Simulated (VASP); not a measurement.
Set up this calculation in VASP 6.6.1, as the native input.

| Quantity | Value |
| --- | --- |
| Task | single point |
| Functional | r2SCAN |
| Potentials or basis | VASP PAW PBE potentials, release 64 (Ir) |
| Cutoff | 550 eV |
| k mesh | 12 × 12 × 12 |
| Occupations | fermi-dirac, width 0.0198 eV |
| Spin | no spin polarisation |
| Dipole correction | no |
| Further INCAR settings | ALGO = Normal; EDIFF = 1e-06; NBANDS = 10 |

Ir:

```
Ir
1.0
     0.00000    1.93809    1.93809
     1.93809    0.00000    1.93809
     1.93809    1.93809    0.00000
Ir
1
Direct
  0.00000 0.00000 0.00000
```

One way to write it, as run:

POSCAR

```
Ir
1.0
    0.0000000000      1.9380890900      1.9380890900
    1.9380890900      0.0000000000      1.9380890900
    1.9380890900      1.9380890900      0.0000000000
Ir
1
Direct
    0.0000000000      0.0000000000      0.0000000000
```

INCAR.step1

```
SYSTEM = Ir
ALGO = Normal ; EDIFF = 1E-5
ENCUT = 550 ; GGA = PE
GGA_COMPAT = .False. ; ISMEAR = -1
LASPH = .True. ; LCHARG = .False.
LREAL = .False. ; LWAVE = .True.
NBANDS = 10 ; NELM = 120
PREC = Accurate ; SIGMA = 0.0198
```

INCAR.step2

```
SYSTEM = Ir
ALGO = Normal ; EDIFF = 1E-6
ENCUT = 550 ; GGA_COMPAT = .False.
ISIF = 2 ; ISMEAR = -1
ISTART = 1 ; LASPH = .True.
LCHARG = .True. ; LELF = .True.
LMIXTAU = .True. ; LREAL = .False.
LVHAR = .True. ; LWAVE = .False.
METAGGA = R2SCAN ; NBANDS = 10
NELM = 120 ; PREC = Accurate
SIGMA = 0.0198
```

KPOINTS

```
k-points
0
Gamma
  12 12 12
  0 0 0
```

Potentials or basis: VASP PAW PBE potentials, release 64 (Ir).

The run is started by

```bash
$ cat potpaw_PBE.64/Ir/POTCAR > POTCAR
$ cp INCAR.step1 INCAR
$ mpirun -np 1 vasp_std > vasp.out
$ cp INCAR.step2 INCAR
$ mpirun -np 1 vasp_std > vasp.out
```

Results of the run:

```json
{
 "Pressure": "-7.0 GPa"
}
```

Caveat: the PAW data sets were made with another functional, which shifts forces and pressure a little.

It took 110 s on 1 thread of Intel Xeon 8259CL, with other jobs on the host, peak memory 0.15 GiB.
